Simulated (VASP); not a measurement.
# Li3B2H9 (P-3m1) in VASP: notebook

Li3B2H9 is run at these levels: PBE; tasks: single point, relaxation of cell and atoms.

Program: VASP 6.6.1. These are calculated values, not measurements. Logs are shortened: lines on timing, memory, paths and dates and some standing lists are left out, and cuts for length are marked.

## Step 1: The cell of the first run

It takes space group P-3m1 (No. 164, trigonal). Conventional cell: a = 4.301 Å, b = 4.301 Å, c = 5.292 Å, α = 90.00°, β = 90.00°, γ = 120.00°. Within 2.8 Å of Li (site symmetry 3m) lie 12 H at 2.07 to 2.25 Å and 5 B at 2.55 to 2.72 Å. Within 2.8 Å of Li (site symmetry -3m) lie 12 H at 2.15 to 2.17 Å and 6 B at 2.70 Å. Within 1.7 Å of B (site symmetry 3m) lie 6 H at 1.30 to 1.64 Å. Within 1.7 Å of H (site symmetry m) lie 1 B at 1.30 Å. Within 2.2 Å of H (site symmetry 2/m) lie 2 B at 1.64 Å and 4 Li at 2.07 to 2.15 Å and 8 H at 2.07 to 2.15 Å.

## Step 2: Single point, PBE

Input file INCAR:

```
  PREC = Accurate
  ENCUT = 520
  EDIFF = 1E-7
  ISMEAR = 0
  SIGMA = 0.1
  LREAL = False
  LASPH = True
  NELM = 100
  ALGO = Normal
  ISIF = 2
  LWAVE = False
  LCHARG = False
  GGA = PE
  NBANDS = 25
```

Input file KPOINTS:

```
Automatic mesh
0
Gamma
  6 6 4
```

Input file POSCAR:

```
Li3B2H9
1.0
    4.3009191082      0.0000000000      0.0000000000
   -2.1504595541      3.7247052074      0.0000000000
    0.0000000000      0.0000000000      5.2916321498
Li B H
3 2 9
Direct
    0.3333333333      0.6666666667      0.8125051695
    0.6666666667      0.3333333333      0.1874948305
    0.0000000000      0.0000000000      0.5000000000
    0.3333333333      0.6666666667      0.2981117770
    0.6666666667      0.3333333333      0.7018882230
    0.8192594395      0.6385188789      0.8204128197
    0.3614811211      0.1807405605      0.8204128197
    0.8192594395      0.1807405605      0.8204128197
    0.1807405605      0.3614811211      0.1795871803
    0.6385188789      0.8192594395      0.1795871803
    0.1807405605      0.8192594395      0.1795871803
    0.5000000000      0.0000000000      0.5000000000
    0.0000000000      0.5000000000      0.5000000000
    0.5000000000      0.5000000000      0.5000000000
```

Potentials or basis: VASP PAW PBE potentials, release 64 (Li_sv, B, H).

The run is started by

```bash
$ cat potpaw_PBE.64/Li_sv/POTCAR potpaw_PBE.64/B/POTCAR potpaw_PBE.64/H/POTCAR > POTCAR
$ mpirun -np 1 vasp_std > vasp.out
```

OUTCAR:

```text
PREC = Accurate
   ENCUT = 520
   EDIFF = 1E-7
   ISMEAR = 0
   LREAL = False
   LASPH = True
   NELM = 100
   ISIF = 2
   GGA = PE

 ion  position               nearest neighbor table
   1  0.333  0.667  0.813-
   2  0.667  0.333  0.187-
   3  0.000  0.000  0.500-
   4  0.333  0.667  0.298-  11 1.30  10 1.30   9 1.30
   5  0.667  0.333  0.702-   8 1.30   7 1.30   6 1.30
   6  0.819  0.639  0.820-   5 1.30
   7  0.361  0.181  0.820-   5 1.30
   8  0.819  0.181  0.820-   5 1.30
   9  0.181  0.361  0.180-   4 1.30
  10  0.639  0.819  0.180-   4 1.30
  11  0.181  0.819  0.180-   4 1.30
  12  0.500  0.000  0.500-
  13  0.000  0.500  0.500-
  14  0.500  0.500  0.500-

  LATTYP: Found a hexagonal cell.
 ALAT       =     4.3009191082
 C/A-ratio  =     1.2303491455

  Lattice vectors:

 A1 = (   4.3009191082,   0.0000000000,   0.0000000000)
 A2 = (  -2.1504595541,   3.7247052074,   0.0000000000)
 A3 = (   0.0000000000,   0.0000000000,   5.2916321498)

Analysis of symmetry for initial positions (statically):
=====================================================================
 Subroutine PRICEL returns:
 Original cell was already a primitive cell.

 Routine SETGRP: Setting up the symmetry group for a
 hexagonal supercell.

 Subroutine GETGRP returns: Found 12 space group operations
 (whereof 12 operations were pure point group operations)
 out of a pool of 24 trial point group operations.

The static configuration has the point symmetry D_3d.

Analysis of symmetry for dynamics (positions and initial velocities):
=====================================================================
 Subroutine PRICEL returns:
 Original cell was already a primitive cell.

 Routine SETGRP: Setting up the symmetry group for a
 hexagonal supercell.

 Subroutine GETGRP returns: Found 12 space group operations
 (whereof 12 operations were pure point group operations)
 out of a pool of 24 trial point group operations.

The dynamic configuration has the point symmetry D_3d.

 Subroutine INISYM returns: Found 12 space group operations
 (whereof 12 operations are pure point group operations),
 and found     1 'primitive' translations

----------------------------------------------------------------------------------------

                                     Primitive cell

  volume of cell :      84.7701

  direct lattice vectors                    reciprocal lattice vectors
     4.300919108  0.000000000  0.000000000     0.232508442  0.134238811  0.000000000
    -2.150459554  3.724705207  0.000000000     0.000000000  0.268477623  0.000000000
     0.000000000  0.000000000  5.291632150     0.000000000  0.000000000  0.188977611

  length of vectors
     4.300919108  4.300919108  5.291632150     0.268477623  0.268477623  0.188977611

  position of ions in fractional coordinates (direct lattice)
     0.333333333  0.666666667  0.812505169
     0.666666667  0.333333333  0.187494831
     0.000000000  0.000000000  0.500000000
     0.333333333  0.666666667  0.298111777
     0.666666667  0.333333333  0.701888223
     0.819259440  0.638518879  0.820412820
     0.361481121  0.180740560  0.820412820
     0.819259440  0.180740560  0.820412820
     0.180740560  0.361481121  0.179587180
     0.638518879  0.819259440  0.179587180
     0.180740560  0.819259440  0.179587180
     0.500000000  0.000000000  0.500000000
     0.000000000  0.500000000  0.500000000
     0.500000000  0.500000000  0.500000000

  ion indices of the primitive-cell ions
   primitive index   ion index
                 1           1
                 2           2
                 3           3
                 4           4
                 5           5
                 6           6
                 7           7
                 8           8
                 9           9
                10          10
                11          11
                12          12
                13          13
                14          14

----------------------------------------------------------------------------------------

 KPOINTS: Automatic mesh

Automatic generation of k-mesh.
 Grid dimensions read from file:
 generate k-points for:    6    6    4

 Generating k-lattice:

  Cartesian coordinates                     Fractional coordinates (reciprocal lattice)
     0.038751407  0.022373135  0.000000000     0.166666667 -0.000000000  0.000000000
     0.000000000  0.044746270  0.000000000     0.000000000  0.166666667  0.000000000
     0.000000000  0.000000000  0.047244403     0.000000000  0.000000000  0.250000000

  Length of vectors
     0.044746270  0.044746270  0.047244403

  Shift w.r.t. Gamma in fractional coordinates (k-lattice)
     0.000000000  0.000000000  0.000000000

 Subroutine IBZKPT returns following result:
 ===========================================

 Found     24 irreducible k-points:

 Following reciprocal coordinates:
            Coordinates               Weight
  0.000000  0.000000  0.000000      1.000000
  0.166667 -0.000000  0.000000      6.000000
  0.333333 -0.000000  0.000000      6.000000
  0.500000  0.000000  0.000000      3.000000
  0.166667  0.166667  0.000000      6.000000
  0.333333  0.166667  0.000000     12.000000
[... 16 lines left out ...]
  0.333333  0.166667  0.500000     12.000000
  0.333333  0.333333  0.500000      2.000000
   k-points           NKPTS =     24   k-points in BZ     NKDIM =     24   number of bands    NBANDS=     25
   number of dos      NEDOS =    301   number of ions     NIONS =     14
   total plane-waves  NPLWV =  40960
   dimension x,y,z NGX =    32 NGY =   32 NGZ =   40
   dimension x,y,z NGXF=    64 NGYF=   64 NGZF=   80
   ions per type =               3   2   9
   NGX,Y,Z   is equivalent  to a cutoff of  12.37, 12.37, 12.57 a.u.
   NGXF,Y,Z  is equivalent  to a cutoff of  24.74, 24.74, 25.13 a.u.
 SYSTEM =  unknown system
   PREC   = accura    normal or accurate (medium, high low for compatibility)
   ISTART =      0    job   : 0-new  1-cont  2-samecut
   ICHARG =      2    charge: 1-file 2-atom 10-const
   ISPIN  =      1    spin polarized calculation?
   LNONCOLLINEAR =      F non collinear calculations
   LSORBIT =      F    spin-orbit coupling
   LASPH  =      T    aspherical Exc in radial PAW
   ENCUT  =  520.0 eV  38.22 Ry    6.18 a.u.   8.00  8.00  9.84*2*pi/ulx,y,z
   NELM   =    100;   NELMIN=  2; NELMDL= -5     # of ELM steps
   EDIFF  = 0.1E-06   stopping-criterion for ELM
   LREAL  =      F    real-space projection
   EDIFFG = 0.1E-05   stopping-criterion for IOM
   NSW    =      0    number of steps for IOM
   IBRION =     -1    ionic relax: 0-MD 1-quasi-New 2-CG
   NFREE  =      0    steps in history (QN), initial steepest desc. (CG)
   ISIF   =      2    stress and relaxation
   ISYM   =      2    0-nonsym 1-usesym 2-fastsym
   POTIM  = 0.5000    time-step for ionic-motion
   TEBEG  =    0.0;   TEEND  =   0.0 temperature during run
   PSTRESS=    0.0 pullay stress
   NELECT =      24.0000    total number of electrons
   NUPDOWN=      -1.0000    fix difference up-down
   EMIN   =  10.00;   EMAX   =-10.00  energy-range for DOS
   EFERMI =   0.00;   METHOD = LEGACY
   ISMEAR =     0;   SIGMA  =   0.10  broadening in eV -4-tet -1-fermi 0-gaus
   EFERMI_NEDOS =   21; number of points for ismear=-14 and -15
   IALGO  =     38    algorithm
   IMIX   =      4    mixing-type and parameters
     AMIX     =   0.40;   BMIX     =  1.00
     AMIX_MAG =   1.60;   BMIX_MAG =  1.00
  volume/ion in A,a.u.               =       6.06        40.86
  Fermi-wavevector in a.u.,A,eV,Ry     =   1.074973  2.031405 15.722449  1.155567
  Thomas-Fermi vector in A             =   2.210817
   LORBIT       =      0    0 simple, 1 ext, 2 COOP (PROOUT), +10 PAW based schemes
   GGA     = PE    functional components
   LHFCALC =     F    Hartree Fock is set to
   AEXX    =    0.0000 exact exchange contribution
   IVDW    =     0    specifies the selected vdW correction
   LEPSILON=     F    determine dielectric tensor
   LRPA    =     F    only Hartree local field effects (RPA)
 non-spin polarized calculation
 Gauss-broadening in eV      SIGMA  =   0.10
  energy-cutoff  :      520.00
  volume of cell :       84.77
 maximum number of plane-waves:      2304
   NGX = 15   NGY = 15   NGZ = 19

 number of electron      23.9999983 magnetization

 Free energy of the ion-electron system (eV)
  ---------------------------------------------------
  ext. energy  EPLUGINS =         0.00000000
  ---------------------------------------------------
  free energy    TOTEN  =       -49.06480494 eV

  energy without entropy =      -49.05727610  energy(sigma->0) =      -49.06104052

 E-fermi :   3.1797     XC(G=0):  -9.2802

 val. band max:        3.1734311089   @ k =   0.0000   0.1667   0.2500
 cond. band min:       3.2027911622   @ k =   0.3333  -0.0000   0.5000
 fundamental gap:      0.0293600533
 Fermi energy:         3.1797165784

 k-point     1 :       0.0000    0.0000    0.0000
  band No.  band energies     occupation
      1     -44.3842      2.00000
      2     -44.2253      2.00000
      3     -44.2192      2.00000
      4      -9.5497      2.00000
      5      -6.7047      2.00000
      6      -4.5162      2.00000
[... 16 lines left out ...]
     23      10.6223      0.00000
     24      12.4895      0.00000

 k-point     2 :       0.1667   -0.0000    0.0000
  band No.  band energies     occupation
      1     -44.3840      2.00000
      2     -44.2251      2.00000
      3     -44.2195      2.00000
      4      -9.3638      2.00000
      5      -6.7231      2.00000
      6      -4.3445      2.00000
[... 586 lines left out ...]
 k-point    24 :       0.3333    0.3333    0.5000
  band No.  band energies     occupation
      1     -44.3834      2.00000
      2     -44.2223      2.00000
      3     -44.2223      2.00000
      4      -7.7176      2.00000
      5      -7.7176      2.00000
      6      -4.2327      2.00000
[... 16 lines left out ...]
     23      12.6839      0.00000
     24      12.6839      0.00000
 [bands above 24 left out]

------------------------ aborting loop because EDIFF is reached ----------------------------------------

  FORCE on cell =-STRESS in cart. coord.  units (eV):
  Direction    XX          YY          ZZ          XY          YZ          ZX
  --------------------------------------------------------------------------------------
  -------------------------------------------------------------------------------------
  Total       -0.2720463     -0.2720463     -0.1990962      0.0000000      0.0000000      0.0000000
  in kB       -5.1417456     -5.1417456     -3.7629688      0.0000000      0.0000000      0.0000000
  external PRESSURE =      -4.6821534 kB  Pullay stress =       0.0000000 kB

 VOLUME and BASIS-vectors are now :
 -----------------------------------------------------------------------------
  energy-cutoff  :      520.00
  volume of cell :       84.77
      direct lattice vectors                 reciprocal lattice vectors
     4.300919108  0.000000000  0.000000000     0.232508442  0.134238811  0.000000000
    -2.150459554  3.724705207  0.000000000     0.000000000  0.268477623  0.000000000
     0.000000000  0.000000000  5.291632150     0.000000000  0.000000000  0.188977611

 POSITION                                       TOTAL-FORCE (eV/Angst)
 -----------------------------------------------------------------------------------
     -0.00000      2.48314      4.29948        -0.000000      0.000000     -0.025599
      2.15046      1.24157      0.99215        -0.000000      0.000000      0.025599
      0.00000      0.00000      2.64582        -0.000000      0.000000     -0.000000
     -0.00000      2.48314      1.57750        -0.000000      0.000000     -0.019652
      2.15046      1.24157      3.71413        -0.000000      0.000000      0.019652
      2.15046      2.37829      4.34132        -0.000000     -0.015325      0.000172
      1.16603      0.67321      4.34132         0.013272      0.007663      0.000172
      3.13489      0.67321      4.34132        -0.013272      0.007663      0.000172
     -0.00000      1.34641      0.95031        -0.000000      0.015325     -0.000172
      0.98443      3.05150      0.95031        -0.013272     -0.007663     -0.000172
     -0.98443      3.05150      0.95031         0.013272     -0.007663     -0.000172
      2.15046      0.00000      2.64582        -0.000000      0.000000     -0.000000
     -1.07523      1.86235      2.64582        -0.000000      0.000000     -0.000000
      1.07523      1.86235      2.64582        -0.000000      0.000000     -0.000000
 -----------------------------------------------------------------------------------
    total drift:                                0.000000      0.000000      0.000000

  FREE ENERGIE OF THE ION-ELECTRON SYSTEM (eV)
  ---------------------------------------------------
  free  energy   TOTEN  =       -49.0648049421 eV

  energy  without entropy=      -49.0572761011  energy(sigma->0) =      -49.06104052
```

Wall time 27 s (1 thread of Intel Xeon 6975P-C (Granite Rapids), shared host); peak memory 0.19 GiB.

Results:

```yaml
Free_energy: -49.0648 eV
Largest_force: 0.026 eV/Å
Band_gap_on_the_k_mesh: zero (bands 12 and 13 overlap by 1.72 eV)
```

Forces in eV/Å, atoms in the order of the input:
```
Li   0.000  0.000 -0.026
Li   0.000  0.000  0.026
Li   0.000  0.000  0.000
B    0.000  0.000 -0.020
B    0.000  0.000  0.020
H    0.000 -0.015  0.000
H    0.013  0.008  0.000
H   -0.013  0.008  0.000
H    0.000  0.015  0.000
H   -0.013 -0.008  0.000
H    0.013 -0.008  0.000
H    0.000  0.000  0.000
H    0.000  0.000  0.000
H    0.000  0.000  0.000
```

Caveat: the cutoff is under 1.25 times the usual one of these potentials, so pressure, stress and relaxed cells hold a basis-set (Pulay) error.

## Step 3: Single point, PBE

This run uses another cell than the first one, of 8.52 Å³/atom.

Input file INCAR:

```
SYSTEM = Li3B2H9
PREC     = Accurate       ! precision mode
ENCUT    = 520            ! plane-wave cutoff, eV
EDIFF    = 1E-7           ! SCF threshold, eV
ISMEAR   = 0              ! smearing method
SIGMA    = 0.1            ! smearing width, eV
LREAL    = .FALSE.        ! projectors in reciprocal space
LASPH    = .TRUE.         ! aspherical terms in the spheres
NELM     = 80             ! most SCF steps
ALGO     = Normal         ! electronic algorithm
ISIF     = 2              ! what is computed and relaxed
LWAVE    = .FALSE.        ! write WAVECAR
LCHARG   = .FALSE.        ! write CHGCAR
GGA      = PE             ! functional
NBANDS   = 25             ! bands
```

Input file KPOINTS:

```
regular mesh
0
G
  6 6 4
  0 0 0
```

Input file POSCAR:

```
Li3B2H9
1.0
    4.7817000000      0.0000000000      0.0000000000
   -2.3908500000      4.1410736700      0.0000000000
    0.0000000000      0.0000000000      6.0249420000
Li B H
3 2 9
Direct
    0.3333333300      0.6666666700      0.8333333300
    0.6666666700      0.3333333300      0.1666666700
    0.0000000000      0.0000000000      0.5000000000
    0.3333333300      0.6666666700      0.3333333300
    0.6666666700      0.3333333300      0.6666666700
    0.8333333300      0.6666666700      0.8333333300
    0.3333333300      0.1666666700      0.8333333300
    0.8333333300      0.1666666700      0.8333333300
    0.1666666700      0.3333333300      0.1666666700
    0.6666666700      0.8333333300      0.1666666700
    0.1666666700      0.8333333300      0.1666666700
    0.5000000000      0.0000000000      0.5000000000
    0.0000000000      0.5000000000      0.5000000000
    0.5000000000      0.5000000000      0.5000000000
```

Potentials or basis: VASP PAW PBE potentials, release 64 (Li_sv, B, H).

The run is started by

```bash
$ cat potpaw_PBE.64/Li_sv/POTCAR potpaw_PBE.64/B/POTCAR potpaw_PBE.64/H/POTCAR > POTCAR
$ mpirun -np 1 vasp_std > vasp.out
```

It took 39 s on 1 thread of Intel Xeon 6975P-C (Granite Rapids), shared host; peak memory 0.25 GiB.

The run converged. Its results:

| Property | Result |
| --- | --- |
| Free energy | -44.6812 eV |
| Largest force | 2.359 eV/Å |
| Band gap on the k mesh | zero (bands 12 and 13 overlap by 1.45 eV) |

Forces on the atoms (eV/Å):
```
Li   0.000  0.000  0.154
Li   0.000  0.000 -0.154
Li   0.000  0.000  0.000
B    0.000  0.000 -2.359
B    0.000  0.000  2.359
H    0.000 -1.373 -1.250
H    1.189  0.687 -1.250
H   -1.189  0.687 -1.250
H    0.000  1.373  1.250
H   -1.189 -0.687  1.250
H    1.189 -0.687  1.250
H    0.000  0.000  0.000
H    0.000  0.000  0.000
H    0.000  0.000  0.000
```

Levels at points of the mesh, in eV from the Fermi level:
| k point | band 10 | band 11 | band 12 | band 13 | band 14 | band 15 |
| --- | --- | --- | --- | --- | --- | --- |
| (0.00, 0.00, 0.00) | -2.69 | -1.08 | 0.07 | 0.07 | 1.46 | 3.10 |
| (0.50, 0.00, 0.00) | -3.29 | -2.06 | -0.72 | 1.51 | 2.13 | 3.10 |
| (0.00, 0.00, 0.50) | -2.40 | -2.08 | -0.85 | -0.85 | 2.45 | 2.59 |
| (0.50, 0.00, 0.50) | -3.08 | -2.58 | 0.61 | 1.44 | 1.52 | 3.88 |

Caveat: the cutoff is under 1.25 times the usual one of these potentials, so pressure, stress and relaxed cells hold a basis-set (Pulay) error; forces of over 1 eV/Å act on the atoms, so gaps and moduli don't describe the material at rest.

(Continued in part 2 of 2.)

The gap in the log of VASP goes by the Fermi energy; the results here count the filled bands.